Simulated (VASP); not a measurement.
# As (Fm-3m) in VASP: further runs

The runs below take As through relaxation of cell and atoms, single point, with PBE.

All numbers are computed with VASP 6.6.1; they aren't measurements. Logs are shortened: lines on timing, memory, paths and dates and some standing lists are left out, and cuts for length are marked.

### 1 The cell of the first run

Symmetry: Fm-3m, No. 225, cubic system. Conventional cell: a = 4.261 Å, b = 4.261 Å, c = 4.261 Å, α = 90.00°, β = 90.00°, γ = 90.00°. Within 4.0 Å of As (site symmetry m-3m) lie 12 As at 3.01 Å.

This isn't the form of As at room conditions, which is rhombohedral.

### 2 Relaxation of cell and atoms, PBE

Input file INCAR:

```
  PREC = Accurate
  ENCUT = 600
  EDIFF = 1E-6
  ISMEAR = -1
  SIGMA = 0.05
  LREAL = F
  LASPH = T
  NELM = 80
  ALGO = Normal
  ISIF = 3
  LWAVE = F
  LCHARG = F
  GGA = PE
  IBRION = 2
  NSW = 45
  EDIFFG = -0.005
```

Input file KPOINTS:

```
Automatic mesh
0
Gamma
  17 17 17
```

Input file POSCAR:

```
As
1.0
    0.0000000000      2.1304909828      2.1304909828
    2.1304909828      0.0000000000      2.1304909828
    2.1304909828      2.1304909828      0.0000000000
As
1
Direct
    0.0000000000      0.0000000000      0.0000000000
```

Potentials or basis: VASP PAW PBE potentials, release 64 (As).

The run is started by

```console
$ cat potpaw_PBE.64/As/POTCAR > POTCAR
$ mpirun -np 1 vasp_std > vasp.out
```

OUTCAR:

```text
PREC = Accurate
   ENCUT = 600
   EDIFF = 1E-6
   ISMEAR = -1
   LREAL = F
   LASPH = T
   NELM = 80
   ISIF = 3
   GGA = PE
   IBRION = 2
   NSW = 45
   EDIFFG = -0.005

 ion  position               nearest neighbor table
   1  0.000  0.000  0.000-

  LATTYP: Found a face centered cubic cell.
 ALAT       =     4.2609819656

  Lattice vectors:

 A1 = (   0.0000000000,   2.1304909828,   2.1304909828)
 A2 = (   2.1304909828,   0.0000000000,   2.1304909828)
 A3 = (   2.1304909828,   2.1304909828,   0.0000000000)

Analysis of symmetry for initial positions (statically):
=====================================================================
 Subroutine PRICEL returns:
 Original cell was already a primitive cell.

 Routine SETGRP: Setting up the symmetry group for a
 face centered cubic supercell.

 Subroutine GETGRP returns: Found 48 space group operations
 (whereof 48 operations were pure point group operations)
 out of a pool of 48 trial point group operations.

The static configuration has the point symmetry O_h .

Analysis of symmetry for dynamics (positions and initial velocities):
=====================================================================
 Subroutine PRICEL returns:
 Original cell was already a primitive cell.

 Routine SETGRP: Setting up the symmetry group for a
 face centered cubic supercell.

 Subroutine GETGRP returns: Found 48 space group operations
 (whereof 48 operations were pure point group operations)
 out of a pool of 48 trial point group operations.

The dynamic configuration has the point symmetry O_h .

 Subroutine INISYM returns: Found 48 space group operations
 (whereof 48 operations are pure point group operations),
 and found     1 'primitive' translations

----------------------------------------------------------------------------------------

                                     Primitive cell

  volume of cell :      19.3406

  direct lattice vectors                    reciprocal lattice vectors
     0.000000000  2.130490983  2.130490983    -0.234687687  0.234687687  0.234687687
     2.130490983  0.000000000  2.130490983     0.234687687 -0.234687687  0.234687687
     2.130490983  2.130490983  0.000000000     0.234687687  0.234687687 -0.234687687

  length of vectors
     3.012969242  3.012969242  3.012969242     0.406490997  0.406490997  0.406490997

  position of ions in fractional coordinates (direct lattice)
     0.000000000  0.000000000  0.000000000

  ion indices of the primitive-cell ions
   primitive index   ion index
                 1           1

----------------------------------------------------------------------------------------

 KPOINTS: Automatic mesh

Automatic generation of k-mesh.
 Grid dimensions read from file:
 generate k-points for:   17   17   17

 Generating k-lattice:

  Cartesian coordinates                     Fractional coordinates (reciprocal lattice)
    -0.013805158  0.013805158  0.013805158     0.058823529  0.000000000  0.000000000
     0.013805158 -0.013805158  0.013805158     0.000000000  0.058823529  0.000000000
     0.013805158  0.013805158 -0.013805158     0.000000000  0.000000000  0.058823529

  Length of vectors
     0.023911235  0.023911235  0.023911235

  Shift w.r.t. Gamma in fractional coordinates (k-lattice)
     0.000000000  0.000000000  0.000000000

 Subroutine IBZKPT returns following result:
 ===========================================

 Found    165 irreducible k-points:

 Following reciprocal coordinates:
            Coordinates               Weight
  0.000000  0.000000  0.000000      1.000000
  0.058824  0.000000  0.000000      8.000000
  0.117647  0.000000  0.000000      8.000000
  0.176471  0.000000  0.000000      8.000000
  0.235294  0.000000  0.000000      8.000000
  0.294118  0.000000  0.000000      8.000000
[... 16 lines left out ...]
 -0.176471  0.058824  0.000000     24.000000
 -0.117647  0.058824  0.000000     24.000000
 [... further k-points ...]
   k-points           NKPTS =    165   k-points in BZ     NKDIM =    165   number of bands    NBANDS=      6
   number of dos      NEDOS =    301   number of ions     NIONS =      1
   total plane-waves  NPLWV =  13824
   dimension x,y,z NGX =    24 NGY =   24 NGZ =   24
   dimension x,y,z NGXF=    48 NGYF=   48 NGZF=   48
   ions per type =               1
   NGX,Y,Z   is equivalent  to a cutoff of  13.24, 13.24, 13.24 a.u.
   NGXF,Y,Z  is equivalent  to a cutoff of  26.48, 26.48, 26.48 a.u.
 SYSTEM =  unknown system
   PREC   = accura    normal or accurate (medium, high low for compatibility)
   ISTART =      0    job   : 0-new  1-cont  2-samecut
   ICHARG =      2    charge: 1-file 2-atom 10-const
   ISPIN  =      1    spin polarized calculation?
   LNONCOLLINEAR =      F non collinear calculations
   LSORBIT =      F    spin-orbit coupling
   LASPH  =      T    aspherical Exc in radial PAW
   ENCUT  =  600.0 eV  44.10 Ry    6.64 a.u.   6.02  6.02  6.02*2*pi/ulx,y,z
   NELM   =     80;   NELMIN=  2; NELMDL= -5     # of ELM steps
   EDIFF  = 0.1E-05   stopping-criterion for ELM
   LREAL  =      F    real-space projection
   EDIFFG = -.5E-02   stopping-criterion for IOM
   NSW    =     45    number of steps for IOM
   IBRION =      2    ionic relax: 0-MD 1-quasi-New 2-CG
   NFREE  =      1    steps in history (QN), initial steepest desc. (CG)
   ISIF   =      3    stress and relaxation
   ISYM   =      2    0-nonsym 1-usesym 2-fastsym
   POTIM  = 0.5000    time-step for ionic-motion
   TEBEG  =    0.0;   TEEND  =   0.0 temperature during run
   PSTRESS=    0.0 pullay stress
   NELECT =       5.0000    total number of electrons
   NUPDOWN=      -1.0000    fix difference up-down
   EMIN   =  10.00;   EMAX   =-10.00  energy-range for DOS
   EFERMI =   0.00;   METHOD = LEGACY
   ISMEAR =    -1;   SIGMA  =   0.05  broadening in eV -4-tet -1-fermi 0-gaus
   EFERMI_NEDOS =   21; number of points for ismear=-14 and -15
   IALGO  =     38    algorithm
   IMIX   =      4    mixing-type and parameters
     AMIX     =   0.40;   BMIX     =  1.00
     AMIX_MAG =   1.60;   BMIX_MAG =  1.00
  volume/ion in A,a.u.               =      19.34       130.52
  Fermi-wavevector in a.u.,A,eV,Ry     =   1.042898  1.970791 14.798187  1.087636
  Thomas-Fermi vector in A             =   2.177583
   LORBIT       =      0    0 simple, 1 ext, 2 COOP (PROOUT), +10 PAW based schemes
   GGA     = PE    functional components
   LHFCALC =     F    Hartree Fock is set to
   AEXX    =    0.0000 exact exchange contribution
   IVDW    =     0    specifies the selected vdW correction
   LEPSILON=     F    determine dielectric tensor
   LRPA    =     F    only Hartree local field effects (RPA)
 conjugate gradient relaxation of ions
 non-spin polarized calculation
  energy-cutoff  :      600.00
  volume of cell :       19.34
 maximum number of plane-waves:       657
   NGX = 13   NGY = 13   NGZ = 13

 number of electron       5.0000001 magnetization

 Free energy of the ion-electron system (eV)
  ---------------------------------------------------
  ext. energy  EPLUGINS =         0.00000000
  ---------------------------------------------------
  free energy    TOTEN  =        -4.12849518 eV

  energy without entropy =       -4.12293002  energy(sigma->0) =       -4.12571260

 E-fermi :   6.4272     XC(G=0): -10.7081

 val. band max:        6.4129049612   @ k =   0.4706   0.2353   0.1176
 cond. band min:       6.4500862860   @ k =   0.4118   0.2941   0.0000
 fundamental gap:      0.0371813248
 Fermi energy:         6.4271531593

 k-point     1 :       0.0000    0.0000    0.0000
  band No.  band energies     occupation
      1      -8.6400      2.00000
      2      12.0105      0.00000
      3      12.0105      0.00000
      4      12.0105      0.00000
      5      18.6666      0.00000
      6      18.6666      0.00000

 k-point     2 :       0.0588    0.0000    0.0000
  band No.  band energies     occupation
      1      -8.5599      2.00000
      2      11.3334      0.00000
      3      11.9194      0.00000
      4      11.9194      0.00000
      5      18.2759      0.00000
      6      18.8422      0.00000

 k-point     3 :       0.1176    0.0000    0.0000
  band No.  band energies     occupation
      1      -8.3203      2.00000
      2       9.7463      0.00000
      3      11.6820      0.00000
      4      11.6820      0.00000
      5      17.6431      0.00000
      6      19.2719      0.00000

 k-point     4 :       0.1765    0.0000    0.0000
  band No.  band energies     occupation
      1      -7.9239      2.00000
      2       7.8320      0.00000
      3      11.3728      0.00000
      4      11.3728      0.00000
      5      17.0934      0.00000
      6      19.5948      0.00000

 k-point     5 :       0.2353    0.0000    0.0000
  band No.  band energies     occupation
      1      -7.3764      2.00000
      2       5.8726      1.99997
      3      11.0582      0.00000
      4      11.0582      0.00000
      5      16.6681      0.00000
      6      19.3494      0.00000
[... 136 lines left out ...]
 k-point    21 :      -0.2941    0.0588    0.0000
  band No.  band energies     occupation
      1      -6.3663      2.00000
      2       3.4578      2.00000
      3       9.7395      0.00000
      4      10.9860      0.00000
      5      16.7534      0.00000
      6      18.3122      0.00000

 k-point    22 :      -0.2353    0.0588    0.0000
  band No.  band energies     occupation
      1      -7.0926      2.00000
      2       5.2792      2.00000
      3       9.9619      0.00000
      4      11.3265      0.00000
      5      16.9789      0.00000
      6      18.9409      0.00000

 k-point    23 :      -0.1765    0.0588    0.0000
  band No.  band energies     occupation
      1      -7.6874      2.00000
      2       7.1994      0.00000
      3      10.2852      0.00000
      4      11.6514      0.00000
      5      17.2836      0.00000
      6      19.3414      0.00000

 k-point    24 :      -0.1176    0.0588    0.0000
  band No.  band energies     occupation
      1      -8.1346      2.00000
      2       9.0953      0.00000
      3      10.7021      0.00000
      4      11.9030      0.00000
      5      17.6323      0.00000
      6      19.1872      0.00000

 [... further k-points ...]

------------------------ aborting loop because EDIFF is reached ----------------------------------------

  FORCE on cell =-STRESS in cart. coord.  units (eV):
  Direction    XX          YY          ZZ          XY          YZ          ZX
  --------------------------------------------------------------------------------------
  -------------------------------------------------------------------------------------
  Total        0.0038458      0.0038458      0.0038458     -0.0000000      0.0000000      0.0000000
  in kB        0.3185863      0.3185863      0.3185863     -0.0000000      0.0000000      0.0000000
  external PRESSURE =       0.3185863 kB  Pullay stress =       0.0000000 kB

 VOLUME and BASIS-vectors are now :
 -----------------------------------------------------------------------------
  energy-cutoff  :      600.00
  volume of cell :       19.34
      direct lattice vectors                 reciprocal lattice vectors
     0.000000000  2.130490983  2.130490983    -0.234687687  0.234687687  0.234687687
     2.130490983  0.000000000  2.130490983     0.234687687 -0.234687687  0.234687687
     2.130490983  2.130490983  0.000000000     0.234687687  0.234687687 -0.234687687

 POSITION                                       TOTAL-FORCE (eV/Angst)
 -----------------------------------------------------------------------------------
      0.00000      0.00000      0.00000         0.000000      0.000000      0.000000
 -----------------------------------------------------------------------------------
    total drift:                               -0.000000      0.000000      0.000000

  FREE ENERGIE OF THE ION-ELECTRON SYSTEM (eV)
  ---------------------------------------------------
  free  energy   TOTEN  =        -4.1284951798 eV

  energy  without entropy=       -4.1229300201  energy(sigma->0) =       -4.12571260

 reached required accuracy - stopping structural energy minimisation
```

Wall time 4.8 s (1 thread of Intel Xeon 6975P-C (Granite Rapids), shared host); peak memory 0.15 GiB.

Results:

| Quantity | Value |
| --- | --- |
| Free energy | -4.1285 eV |
| Pressure after relaxing | 0.0 GPa |
| Band gap on the k mesh | zero (an odd number of electrons rules out a gap without spin polarisation) |

Final structure:
```xyz
1
Lattice="0.0000 2.1305 2.1305 2.1305 0.0000 2.1305 2.1305 2.1305 0.0000" Properties=species:S:1:pos:R:3 pbc="T T T"
As    0.0000    0.0000    0.0000
```

Levels at points of the mesh, in eV from the Fermi level:
```csv
k point,band 1,band 2,band 3,band 4,band 5,band 6
"(0.00, 0.00, 0.00)",-15.07,5.58,5.58,5.58,12.24,12.24
```

Caveat: the relaxation stopped at its first step, so nothing moved.

(Part 1 of 2 ends here.)
